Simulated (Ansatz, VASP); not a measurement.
One calculation of TiAl, two programs

The input INCAR:

```
SYSTEM = TiAl
PREC = Accurate
ENCUT = 520
EDIFF = 1E-6
ISMEAR = 0
SIGMA = 0.15
LREAL = .False.
LASPH = .True.
NELM = 100
ALGO = Fast
ISIF = 2
LWAVE = .False.
LCHARG = .True.
GGA = PS
LELF = .True.
LVHAR = .True.
NBANDS = 14
```

KPOINTS

```
regular mesh
0
Gamma
  14 14 14
  0 0 0
```

The input POSCAR:

```
TiAl
1.0
    2.9247348007      0.0000000000      0.0000000000
    0.0000000000      3.0402471496      0.0000000000
    0.0000000000      0.0000000000      3.1560751060
Ti Al
1 1
Direct
    0.0000000000      0.0000000000      0.0000000000
    0.5000000000      0.5000000000      0.5000000000
```

Input for Ansatz:

```yaml
crystal:
  lattice:
    - [2.9247348007, 0.0, 0.0]
    - [0.0, 3.0402471496, 0.0]
    - [0.0, 0.0, 3.156075106]
  atoms:
    - { symbol: Ti, position: [0.0, 0.0, 0.0] }
    - { symbol: Al, position: [0.5, 0.5, 0.5] }
basis:
  ecutwfc: 520.0
kpoints:
  mp_grid: { grid: [14, 14, 14] }
hamiltonian:
  xc: pbesol
  pseudopotentials: { kind: paw, azcp: { folder: soft_1 } }
scf:
  occupations: { method: gaussian, width: 0.15 }
output:
  forces: true
  stress: true
  eigenvalues: true
```

Change from the starting cell: normal strain along x -0.0733, normal strain along y -0.0367.

Alike in both runs: task single point; functional PBEsol; k mesh 14 × 14 × 14; occupations gaussian, width 0.15 eV; no spin polarisation.

|  | VASP | Ansatz |
| --- | --- | --- |
| version | VASP 6.6.1 | Ansatz 0.2.0 |
| potentials or method | VASP PAW PBE potentials, release 64 (Ti_sv, Al), cutoff 520 eV | scalar-relativistic, plane waves, PAW |
| valence electrons in the cell | 15 | 15 |

```csv
,VASP,Ansatz,Ansatz less VASP
gap on the k mesh at the Fermi level (eV),none,none,-
pressure (GPa),17.0,17.0,-0.06
"traceless stress, the component that is largest in VASP (GPa)",2.74,2.74,+0.001
```

VASP's potentials were made for PBE, not for PBEsol, and Ansatz warns of the same on its side. A gap of «none» marks a metal or a gap that the smearing closes.
